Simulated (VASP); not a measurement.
# AgC2 (R3m) in VASP: notebook

AgC2 is run at these levels: PBE; tasks: single point.

All numbers are computed with VASP 6.6.1; they aren't measurements. Logs are shortened: lines on timing, memory, paths and dates and some standing lists are left out, and cuts for length are marked.

**1. The cell of the first run**

Symmetry: R3m, No. 160, trigonal system. The conventional cell has a = 2.559 Å, b = 2.559 Å, c = 19.443 Å, α = 90.00°, β = 90.00°, γ = 120.00°. Within 3.4 Å of Ag (site symmetry 3m) lie 6 Ag at 2.56 Å and 1 C at 3.23 Å. C (site symmetry 3m) has 3 C at 1.48 Å within 2.0 Å. C (site symmetry 3m) has 3 C at 1.48 Å within 2.0 Å.

The cell was built from a structure type or drawn by symmetry, and may not be a known phase.

**2. Single point, PBE**

INCAR

```
SYSTEM = AgC2
  PREC = Accurate
  ENCUT = 600
  EDIFF = 1E-6
  ISMEAR = 0
  SIGMA = 0.1
  LREAL = .FALSE.
  LASPH = .TRUE.
  NELM = 120
  ALGO = Normal
  ISIF = 2
  LWAVE = .FALSE.
  LCHARG = .FALSE.
  GGA = PE
  NBANDS = 16
  GGA_COMPAT = .FALSE.
```

KPOINTS

```
regular mesh
0
G
  6 6 6
  0 0 0
```

POSCAR

```
AgC2
1.0
    1.2794567964      0.7386947258      6.4809373622
   -1.2794567964      0.7386947258      6.4809373622
    0.0000000000     -1.4773894516      6.4809373622
Ag C
1 2
Direct
    0.0008601470      0.0008601470      0.0008601470
    0.1672394259      0.1672394259      0.1672394259
    0.5006004671      0.5006004671      0.5006004671
```

Potentials or basis: VASP PAW PBE potentials, release 64 (Ag, C).

Run with:

```bash
cat potpaw_PBE.64/Ag/POTCAR potpaw_PBE.64/C/POTCAR > POTCAR
mpirun -np 1 vasp_std > vasp.out
```

OUTCAR:

```text
SYSTEM = AgC2
   PREC = Accurate
   ENCUT = 600
   EDIFF = 1E-6
   ISMEAR = 0
   LREAL = .FALSE.
   LASPH = .TRUE.
   NELM = 120
   ISIF = 2
   GGA = PE

 ion  position               nearest neighbor table
   1  0.001  0.001  0.001-
   2  0.167  0.167  0.167-   3 1.48   3 1.48   3 1.48
   3  0.501  0.501  0.501-   2 1.48   2 1.48   2 1.48

  LATTYP: Found a trigonal (rhomboedric) cell.
 ALAT       =     6.6471970547
 COS(alpha) =     0.9259024003

  Lattice vectors:

 A1 = (   1.2794567964,   0.7386947258,   6.4809373622)
 A2 = (  -1.2794567964,   0.7386947258,   6.4809373622)
 A3 = (   0.0000000000,  -1.4773894516,   6.4809373622)

Analysis of symmetry for initial positions (statically):
=====================================================================
 Subroutine PRICEL returns:
 Original cell was already a primitive cell.

 Routine SETGRP: Setting up the symmetry group for a
 trigonal (rhombohedral) supercell.

 Subroutine GETGRP returns: Found  6 space group operations
 (whereof  6 operations were pure point group operations)
 out of a pool of 12 trial point group operations.

The static configuration has the point symmetry C_3v.

Analysis of symmetry for dynamics (positions and initial velocities):
=====================================================================
 Subroutine PRICEL returns:
 Original cell was already a primitive cell.

 Routine SETGRP: Setting up the symmetry group for a
 trigonal (rhombohedral) supercell.

 Subroutine GETGRP returns: Found  6 space group operations
 (whereof  6 operations were pure point group operations)
 out of a pool of 12 trial point group operations.

The dynamic configuration has the point symmetry C_3v.

 Subroutine INISYM returns: Found  6 space group operations
 (whereof  6 operations are pure point group operations),
 and found     1 'primitive' translations

----------------------------------------------------------------------------------------

                                     Primitive cell

  volume of cell :      36.7519

  direct lattice vectors                    reciprocal lattice vectors
     1.279456796  0.738694726  6.480937362     0.390790843  0.225623198  0.051432889
    -1.279456796  0.738694726  6.480937362    -0.390790843  0.225623198  0.051432889
     0.000000000 -1.477389452  6.480937362     0.000000000 -0.451246397  0.051432889

  length of vectors
     6.647197055  6.647197055  6.647197055     0.454168089  0.454168089  0.454168089

  position of ions in fractional coordinates (direct lattice)
     0.000860147  0.000860147  0.000860147
     0.167239426  0.167239426  0.167239426
     0.500600467  0.500600467  0.500600467

  ion indices of the primitive-cell ions
   primitive index   ion index
                 1           1
                 2           2
                 3           3

----------------------------------------------------------------------------------------

 KPOINTS: regular mesh

Automatic generation of k-mesh.
 Grid dimensions read from file:
 generate k-points for:    6    6    6

 Generating k-lattice:

  Cartesian coordinates                     Fractional coordinates (reciprocal lattice)
     0.065131807  0.037603866  0.008572148     0.166666667 -0.000000000  0.000000000
    -0.065131807  0.037603866  0.008572148    -0.000000000  0.166666667  0.000000000
     0.000000000 -0.075207733  0.008572148     0.000000000  0.000000000  0.166666667

  Length of vectors
     0.075694681  0.075694681  0.075694681

  Shift w.r.t. Gamma in fractional coordinates (k-lattice)
     0.000000000  0.000000000  0.000000000

 Subroutine IBZKPT returns following result:
 ===========================================

 Found     32 irreducible k-points:

 Following reciprocal coordinates:
            Coordinates               Weight
  0.000000  0.000000  0.000000      1.000000
  0.166667  0.000000  0.000000      6.000000
  0.333333  0.000000  0.000000      6.000000
  0.500000  0.000000  0.000000      3.000000
  0.166667  0.166667  0.000000      6.000000
  0.333333  0.166667  0.000000     12.000000
[... 16 lines left out ...]
  0.500000  0.500000  0.166667      6.000000
 -0.333333  0.500000  0.166667     12.000000
 [... further k-points ...]
   k-points           NKPTS =     32   k-points in BZ     NKDIM =     32   number of bands    NBANDS=     16
   number of dos      NEDOS =    301   number of ions     NIONS =      3
   total plane-waves  NPLWV = 157464
   dimension x,y,z NGX =    54 NGY =   54 NGZ =   54
   dimension x,y,z NGXF=   108 NGYF=  108 NGZF=  108
   ions per type =               1   2
   NGX,Y,Z   is equivalent  to a cutoff of  13.51, 13.51, 13.51 a.u.
   NGXF,Y,Z  is equivalent  to a cutoff of  27.01, 27.01, 27.01 a.u.
 SYSTEM =  AgC2
   PREC   = accura    normal or accurate (medium, high low for compatibility)
   ISTART =      0    job   : 0-new  1-cont  2-samecut
   ICHARG =      2    charge: 1-file 2-atom 10-const
   ISPIN  =      1    spin polarized calculation?
   LNONCOLLINEAR =      F non collinear calculations
   LSORBIT =      F    spin-orbit coupling
   LASPH  =      T    aspherical Exc in radial PAW
   ENCUT  =  600.0 eV  44.10 Ry    6.64 a.u.  13.28 13.28 13.28*2*pi/ulx,y,z
   NELM   =    120;   NELMIN=  2; NELMDL= -5     # of ELM steps
   EDIFF  = 0.1E-05   stopping-criterion for ELM
   LREAL  =      F    real-space projection
   EDIFFG = 0.1E-04   stopping-criterion for IOM
   NSW    =      0    number of steps for IOM
   IBRION =     -1    ionic relax: 0-MD 1-quasi-New 2-CG
   NFREE  =      0    steps in history (QN), initial steepest desc. (CG)
   ISIF   =      2    stress and relaxation
   ISYM   =      2    0-nonsym 1-usesym 2-fastsym
   POTIM  = 0.5000    time-step for ionic-motion
   TEBEG  =    0.0;   TEEND  =   0.0 temperature during run
   PSTRESS=    0.0 pullay stress
   NELECT =      19.0000    total number of electrons
   NUPDOWN=      -1.0000    fix difference up-down
   EMIN   =  10.00;   EMAX   =-10.00  energy-range for DOS
   EFERMI =   0.00;   METHOD = LEGACY
   ISMEAR =     0;   SIGMA  =   0.10  broadening in eV -4-tet -1-fermi 0-gaus
   EFERMI_NEDOS =   21; number of points for ismear=-14 and -15
   IALGO  =     38    algorithm
   IMIX   =      4    mixing-type and parameters
     AMIX     =   0.40;   BMIX     =  1.00
     AMIX_MAG =   1.60;   BMIX_MAG =  1.00
  volume/ion in A,a.u.               =      12.25        82.67
  Fermi-wavevector in a.u.,A,eV,Ry     =   1.313912  2.482933 23.488602  1.726364
  Thomas-Fermi vector in A             =   2.444201
   LORBIT       =      0    0 simple, 1 ext, 2 COOP (PROOUT), +10 PAW based schemes
   GGA     = PE    functional components
   LHFCALC =     F    Hartree Fock is set to
   AEXX    =    0.0000 exact exchange contribution
   IVDW    =     0    specifies the selected vdW correction
   LEPSILON=     F    determine dielectric tensor
   LRPA    =     F    only Hartree local field effects (RPA)
 non-spin polarized calculation
 Gauss-broadening in eV      SIGMA  =   0.10
  energy-cutoff  :      600.00
  volume of cell :       36.75
 maximum number of plane-waves:      1240
 NGX is ok and might be reduce to    54
   NGX = 27   NGY = 27   NGZ = 27

 number of electron      19.0000001 magnetization

 Free energy of the ion-electron system (eV)
  ---------------------------------------------------
  ext. energy  EPLUGINS =         0.00000000
  ---------------------------------------------------
  free energy    TOTEN  =       -20.10644793 eV

  energy without entropy =      -20.09769919  energy(sigma->0) =      -20.10207356

 E-fermi :   5.4493     XC(G=0): -10.9439

 val. band max:        5.4268720457   @ k =   0.5000   0.5000   0.1667
 cond. band min:       5.4689797942   @ k =  -0.1667   0.5000   0.1667
 fundamental gap:      0.0421077485
 Fermi energy:         5.4492856419

 k-point     1 :       0.0000    0.0000    0.0000
  band No.  band energies     occupation
      1     -13.1904      2.00000
      2      -1.6703      2.00000
      3      -1.1037      2.00000
      4       1.3834      2.00000
      5       1.3834      2.00000
      6       2.1712      2.00000
[... 8 lines left out ...]
     15      15.5441      0.00000
     16      15.5919      0.00000

 k-point     2 :       0.1667    0.0000    0.0000
  band No.  band energies     occupation
      1     -12.5776      2.00000
      2      -0.9996      2.00000
      3      -0.2698      2.00000
      4       0.2059      2.00000
      5       1.1384      2.00000
      6       1.3892      2.00000
[... 8 lines left out ...]
     15      15.4507      0.00000
     16      17.0346      0.00000

 k-point     3 :       0.3333    0.0000    0.0000
  band No.  band energies     occupation
      1     -10.7769      2.00000
      2      -3.8495      2.00000
      3      -0.4974      2.00000
      4      -0.0668      2.00000
      5       0.5697      2.00000
      6       1.6597      2.00000
[... 8 lines left out ...]
     15      18.0683      0.00000
     16      20.1307      0.00000

 k-point     4 :       0.5000    0.0000    0.0000
  band No.  band energies     occupation
      1      -8.4260      2.00000
      2      -7.0936      2.00000
      3      -0.8875      2.00000
      4      -0.6433      2.00000
      5       0.5337      2.00000
      6       2.7441      2.00000
[... 8 lines left out ...]
     15      18.1459      0.00000
     16      19.0990      0.00000
[... 324 lines left out ...]
 k-point    22 :      -0.1667    0.3333    0.1667
  band No.  band energies     occupation
      1      -9.0706      2.00000
      2      -5.5328      2.00000
      3      -2.1624      2.00000
      4      -0.0459      2.00000
      5       0.8314      2.00000
      6       2.4121      2.00000
[... 8 lines left out ...]
     15      17.8835      0.00000
     16      18.7535      0.00000

 k-point    23 :       0.5000    0.5000    0.1667
  band No.  band energies     occupation
      1     -10.7757      2.00000
      2      -3.8493      2.00000
      3      -0.5066      2.00000
      4      -0.0658      2.00000
      5       0.7878      2.00000
      6       1.1760      2.00000
[... 8 lines left out ...]
     15      19.3004      0.00000
     16      20.1126      0.00000

 k-point    24 :      -0.3333    0.5000    0.1667
  band No.  band energies     occupation
      1      -9.0700      2.00000
      2      -5.5328      2.00000
      3      -2.1625      2.00000
      4      -0.0471      2.00000
      5       0.9075      2.00000
      6       2.3427      2.00000
[... 8 lines left out ...]
     15      17.6176      0.00000
     16      19.1029      0.00000

 [... further k-points ...]

------------------------ aborting loop because EDIFF is reached ----------------------------------------

  FORCE on cell =-STRESS in cart. coord.  units (eV):
  Direction    XX          YY          ZZ          XY          YZ          ZX
  --------------------------------------------------------------------------------------
  -------------------------------------------------------------------------------------
  Total       -0.2398478     -0.2398478      1.3488253      0.0000000      0.0000000      0.0000000
  in kB      -10.4560253    -10.4560253     58.8012536      0.0000000      0.0000000      0.0000000
  external PRESSURE =      12.6297343 kB  Pullay stress =       0.0000000 kB

 VOLUME and BASIS-vectors are now :
 -----------------------------------------------------------------------------
  energy-cutoff  :      600.00
  volume of cell :       36.75
      direct lattice vectors                 reciprocal lattice vectors
     1.279456796  0.738694726  6.480937362     0.390790843  0.225623198  0.051432889
    -1.279456796  0.738694726  6.480937362    -0.390790843  0.225623198  0.051432889
     0.000000000 -1.477389452  6.480937362     0.000000000 -0.451246397  0.051432889

 POSITION                                       TOTAL-FORCE (eV/Angst)
 -----------------------------------------------------------------------------------
      0.00000      0.00000      0.01672         0.000000     -0.000000      0.000935
      0.00000      0.00000      3.25160         0.000000      0.000000     -0.014885
      0.00000      0.00000      9.73308         0.000000     -0.000000      0.013950
 -----------------------------------------------------------------------------------
    total drift:                                0.000000     -0.000000      0.000329

  FREE ENERGIE OF THE ION-ELECTRON SYSTEM (eV)
  ---------------------------------------------------
  free  energy   TOTEN  =       -20.1064479342 eV

  energy  without entropy=      -20.0976991904  energy(sigma->0) =      -20.10207356
```

It took 68 s on 1 thread of Intel Xeon Platinum 8559C (Emerald Rapids), shared host; peak memory 0.4 GiB.

What came out:

- Free energy: -20.1064 eV
- Pressure: 1.3 GPa
- Largest force: 0.015 eV/Å
- Band gap on the k mesh: zero (an odd number of electrons rules out a gap without spin polarisation)

Forces in eV/Å, atoms in the order of the input:
```
Ag   0.000  0.000  0.001
C    0.000  0.000 -0.015
C    0.000  0.000  0.014
```

Levels at points of the mesh, in eV from the Fermi level:
| k point | band 8 | band 9 | band 10 | band 11 | band 12 | band 13 |
| --- | --- | --- | --- | --- | --- | --- |
| (0.00, 0.00, 0.00) | -3.05 | -2.00 | -2.00 | 2.79 | 7.63 | 7.63 |
| (0.50, 0.00, 0.00) | -1.93 | -0.97 | 1.37 | 3.03 | 6.32 | 7.59 |
| (0.50, 0.50, 0.00) | -2.06 | -0.97 | 1.51 | 3.23 | 6.32 | 7.91 |
| (0.50, 0.50, 0.50) | -2.32 | -2.00 | -2.00 | 1.07 | 7.63 | 7.63 |

Caveat: the k points lie up to 0.48 Å⁻¹ apart, too coarse for converged energies and pressures of a metal.

[end of part 1 of 2]
